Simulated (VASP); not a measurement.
# TePb (Fm-3m) in VASP: vibrations by perturbation theory with PBEsol

Aim: the vibrations by perturbation theory of TePb with PBEsol.

All numbers are computed with VASP 6.6.1; they aren't measurements. Logs are shortened: lines on timing, memory, paths and dates and some standing lists are left out, and cuts for length are marked.

### Step 1. The cell of the first run

The structure is cubic, space group Fm-3m (No. 225). The conventional cell has a = 6.462 Å, b = 6.462 Å, c = 6.462 Å, α = 90.00°, β = 90.00°, γ = 90.00°. Te (site symmetry m-3m) has 6 Pb at 3.23 Å within 4.3 Å. Within 4.3 Å of Pb (site symmetry m-3m) lie 6 Te at 3.23 Å.

### Step 2. Vibrations by perturbation theory, PBEsol

Contents of INCAR:

```
SYSTEM = TePb
  PREC = Accurate
  ENCUT = 520
  EDIFF = 1E-8
  ISMEAR = 0
  SIGMA = 0.01
  LREAL = .False.
  LASPH = .True.
  NELM = 100
  ALGO = Normal
  ISIF = 2
  LWAVE = .False.
  LCHARG = .True.
  GGA = PS
  NBANDS = 17
  IBRION = 8
  NSW = 1
```

Contents of KPOINTS:

```
Automatic mesh
0
Gamma
  6 6 6
  0 0 0
```

Contents of POSCAR:

```
TePb
1.0
    0.0000000000      3.2310000000      3.2310000000
    3.2310000000      0.0000000000      3.2310000000
    3.2310000000      3.2310000000      0.0000000000
Te Pb
1 1
Direct
    0.5000000000      0.5000000000      0.5000000000
    0.0000000000      0.0000000000      0.0000000000
```

Potentials or basis: VASP PAW PBE potentials, release 64 (Te, Pb_d).

On the command line:

```sh
$ cat potpaw_PBE.64/Te/POTCAR potpaw_PBE.64/Pb_d/POTCAR > POTCAR
$ mpirun -np 1 vasp_std > vasp.out
```

OUTCAR:

```text
SYSTEM = TePb
   PREC = Accurate
   ENCUT = 520
   EDIFF = 1E-8
   ISMEAR = 0
   LREAL = .False.
   LASPH = .True.
   NELM = 100
   ISIF = 2
   GGA = PS
   IBRION = 8
   NSW = 1

 ion  position               nearest neighbor table
   1  0.500  0.500  0.500-   2 3.23   2 3.23   2 3.23   2 3.23   2 3.23   2 3.23
   2  0.000  0.000  0.000-   1 3.23   1 3.23   1 3.23   1 3.23   1 3.23   1 3.23

  LATTYP: Found a face centered cubic cell.
 ALAT       =     6.4620000000

  Lattice vectors:

 A1 = (   0.0000000000,   3.2310000000,   3.2310000000)
 A2 = (   3.2310000000,   0.0000000000,   3.2310000000)
 A3 = (   3.2310000000,   3.2310000000,   0.0000000000)

Analysis of symmetry for initial positions (statically):
=====================================================================
 Subroutine PRICEL returns:
 Original cell was already a primitive cell.

 Routine SETGRP: Setting up the symmetry group for a
 face centered cubic supercell.

 Subroutine GETGRP returns: Found 48 space group operations
 (whereof 48 operations were pure point group operations)
 out of a pool of 48 trial point group operations.

The static configuration has the point symmetry O_h .

Analysis of symmetry for dynamics (positions and initial velocities):
=====================================================================
 Subroutine PRICEL returns:
 Original cell was already a primitive cell.

 Routine SETGRP: Setting up the symmetry group for a
 face centered cubic supercell.

 Subroutine GETGRP returns: Found 48 space group operations
 (whereof 48 operations were pure point group operations)
 out of a pool of 48 trial point group operations.

The dynamic configuration has the point symmetry O_h .

 Subroutine INISYM returns: Found 48 space group operations
 (whereof 48 operations are pure point group operations),
 and found     1 'primitive' translations

----------------------------------------------------------------------------------------

                                     Primitive cell

  volume of cell :      67.4592

  direct lattice vectors                    reciprocal lattice vectors
     0.000000000  3.231000000  3.231000000    -0.154750851  0.154750851  0.154750851
     3.231000000  0.000000000  3.231000000     0.154750851 -0.154750851  0.154750851
     3.231000000  3.231000000  0.000000000     0.154750851  0.154750851 -0.154750851

  length of vectors
     4.569324020  4.569324020  4.569324020     0.268036337  0.268036337  0.268036337

  position of ions in fractional coordinates (direct lattice)
     0.500000000  0.500000000  0.500000000
     0.000000000  0.000000000  0.000000000

  ion indices of the primitive-cell ions
   primitive index   ion index
                 1           1
                 2           2

----------------------------------------------------------------------------------------

 KPOINTS: Automatic mesh

Automatic generation of k-mesh.
 Grid dimensions read from file:
 generate k-points for:    6    6    6

 Generating k-lattice:

  Cartesian coordinates                     Fractional coordinates (reciprocal lattice)
    -0.025791809  0.025791809  0.025791809     0.166666667  0.000000000  0.000000000
     0.025791809 -0.025791809  0.025791809     0.000000000  0.166666667  0.000000000
     0.025791809  0.025791809 -0.025791809     0.000000000  0.000000000  0.166666667

  Length of vectors
     0.044672723  0.044672723  0.044672723

[... 65 lines left out ...]
  volume/ion in A,a.u.               =      33.73       227.62
  Fermi-wavevector in a.u.,A,eV,Ry     =   1.091619  2.062861 16.213147  1.191633
  Thomas-Fermi vector in A             =   2.227868
   LORBIT       =      0    0 simple, 1 ext, 2 COOP (PROOUT), +10 PAW based schemes
   GGA     = PS    functional components
   LHFCALC =     F    Hartree Fock is set to
   AEXX    =    0.0000 exact exchange contribution
   IVDW    =     0    specifies the selected vdW correction
   LEPSILON=     F    determine dielectric tensor
   LRPA    =     F    only Hartree local field effects (RPA)
 non-spin polarized calculation
 Gauss-broadening in eV      SIGMA  =   0.01
  energy-cutoff  :      520.00
  volume of cell :       67.46
 maximum number of plane-waves:      1853
 NGX is ok and might be reduce to    36
   NGX = 17   NGY = 17   NGZ = 17

--------------------------------------- Ionic step        1  -------------------------------------------

 number of electron      20.0000003 magnetization

 Free energy of the ion-electron system (eV)
  ---------------------------------------------------
  ext. energy  EPLUGINS =         0.00000000
  ---------------------------------------------------
  free energy    TOTEN  =        -8.25943924 eV

  energy without entropy =       -8.25943924  energy(sigma->0) =       -8.25943924

 E-fermi :   5.5047     XC(G=0):  -9.4707

 val. band max:        5.4585470218   @ k =   0.5000   0.0000   0.0000
 cond. band min:       6.1269283882   @ k =   0.5000   0.0000   0.0000
 fundamental gap:      0.6683813664
 Fermi energy:         5.5047128563

 k-point     1 :       0.0000    0.0000    0.0000
  band No.  band energies     occupation
      1     -11.1704      2.00000
      2     -11.1704      2.00000
      3     -11.1595      2.00000
      4     -11.1595      2.00000
      5     -11.1595      2.00000
      6      -6.5736      2.00000
[... 299 lines left out ...]
      6      -4.7672      2.00000
[... 9 lines left out ...]
     16      16.1705      0.00000
     17      16.9696      0.00000

------------------------ aborting loop because EDIFF is reached ----------------------------------------

  FORCE on cell =-STRESS in cart. coord.  units (eV):
  Direction    XX          YY          ZZ          XY          YZ          ZX
  --------------------------------------------------------------------------------------
  -------------------------------------------------------------------------------------
  Total       -0.1700851     -0.1700851     -0.1700851      0.0000000      0.0000000     -0.0000000
  in kB       -4.0395786     -4.0395786     -4.0395786      0.0000000      0.0000000     -0.0000000
  external PRESSURE =      -4.0395786 kB  Pullay stress =       0.0000000 kB

 VOLUME and BASIS-vectors are now :
 -----------------------------------------------------------------------------
  energy-cutoff  :      520.00
  volume of cell :       67.46
      direct lattice vectors                 reciprocal lattice vectors
     0.000000000  3.231000000  3.231000000    -0.154750851  0.154750851  0.154750851
     3.231000000  0.000000000  3.231000000     0.154750851 -0.154750851  0.154750851
     3.231000000  3.231000000  0.000000000     0.154750851  0.154750851 -0.154750851

 POSITION                                       TOTAL-FORCE (eV/Angst)
 -----------------------------------------------------------------------------------
      3.23100      3.23100      3.23100         0.000000     -0.000000      0.000000
      0.00000      0.00000      0.00000        -0.000000      0.000000     -0.000000
 -----------------------------------------------------------------------------------
    total drift:                               -0.000000      0.000000      0.000000

  FREE ENERGIE OF THE ION-ELECTRON SYSTEM (eV)
  ---------------------------------------------------
  free  energy   TOTEN  =        -8.2594392417 eV

  energy  without entropy=       -8.2594392417  energy(sigma->0) =       -8.25943924

[... ionic steps 2 to 3 ...]

--------------------------------------- Ionic step        4  -------------------------------------------

------------------------ aborting loop because EDIFF is reached ----------------------------------------

[... ionic steps 5 to 6 ...]

--------------------------------------- Ionic step        7  -------------------------------------------

 Free energy of the ion-electron system (eV)
  ---------------------------------------------------
  ---------------------------------------------------
  free energy    TOTEN  =        -0.33560063 eV

  energy without entropy =       -0.33560063

------------------------ aborting loop because EDIFF is reached ----------------------------------------

 INTERNAL STRAIN TENSOR  FOR ION    2  DIRECTION 1   (eV/Angst):
 -----------------------------------------------------------------------------
     0.01295 -0.00000  0.00000
     0.00000 -0.00160  0.00000
    -0.00000  0.00000 -0.00160

 INTERNAL STRAIN TENSOR FOR ION    2 for displacements in x,y,z  (eV/Angst):
          X           Y           Z          XY          YZ          ZX
  --------------------------------------------------------------------------------
  x     0.00000     0.00000     0.00000     0.00000     0.00000     0.00000
  y     0.00000     0.00000     0.00000     0.00000     0.00000     0.00000
  z     0.00000     0.00000     0.00000     0.00000     0.00000     0.00000

 SECOND DERIVATIVES (NOT SYMMETRIZED)
 ------------------------------------
               1X          1Y          1Z          2X          2Y          2Z
  1X    -0.255171    0.000000    0.000000    0.255171    0.000000    0.000000
  1Y     0.000000   -0.255171    0.000000    0.000000    0.255171    0.000000
  1Z     0.000000    0.000000   -0.255171    0.000000    0.000000    0.255171
  2X     0.267990    0.000000    0.000000   -0.267990    0.000000    0.000000
  2Y     0.000000    0.267990    0.000000    0.000000   -0.267990    0.000000
  2Z     0.000000    0.000000    0.267990    0.000000    0.000000   -0.267990

 Eigenvectors and eigenvalues of the dynamical matrix
 ----------------------------------------------------

   1 f  =    0.897198 THz     5.637262 2PiTHz   29.927306 cm-1     3.710511 meV
             X         Y         Z           dx          dy          dz
      3.231000  3.231000  3.231000     0.304303    0.717369   -0.000000
      0.000000  0.000000  0.000000    -0.244742   -0.576960   -0.000000
[... 21 lines left out ...]
   6 f/i=    0.010738 THz     0.067472 2PiTHz    0.358196 cm-1     0.044411 meV
             X         Y         Z           dx          dy          dz
      3.231000  3.231000  3.231000    -0.027221   -0.304943    0.546854
      0.000000  0.000000  0.000000    -0.033846   -0.379155    0.679937

--------------------------------------------------------------------------------------------------------

 ELASTIC MODULI CONTR FROM IONIC RELAXATION (kBar)
 Direction    XX          YY          ZZ          XY          YZ          ZX
 --------------------------------------------------------------------------------
 XX           0.0000      0.0000      0.0000      0.0000      0.0000      0.0000
 YY           0.0000      0.0000      0.0000      0.0000      0.0000      0.0000
 ZZ           0.0000      0.0000      0.0000      0.0000      0.0000      0.0000
 XY           0.0000      0.0000      0.0000      0.0000      0.0000      0.0000
 YZ           0.0000      0.0000      0.0000      0.0000      0.0000      0.0000
 ZX           0.0000      0.0000      0.0000      0.0000      0.0000      0.0000
 --------------------------------------------------------------------------------
```

It took 85 s on 1 thread of AMD EPYC 9R45 (Zen 5), shared host; peak memory 0.26 GiB.

What came out:

| Property | Result |
| --- | --- |
| Highest phonon frequency at Γ, LO-TO splitting left out | 30 cm⁻¹ |

Phonon frequencies in cm⁻¹ (negative: imaginary):
```csv
q point,frequencies
"(0.000, 0.000, 0.000)",0 0 0 30 30 30
```

Caveat: the PAW data sets were made with another functional, which shifts forces and pressure a little; spin-orbit coupling is left out, which moves the levels of the heavy elements.
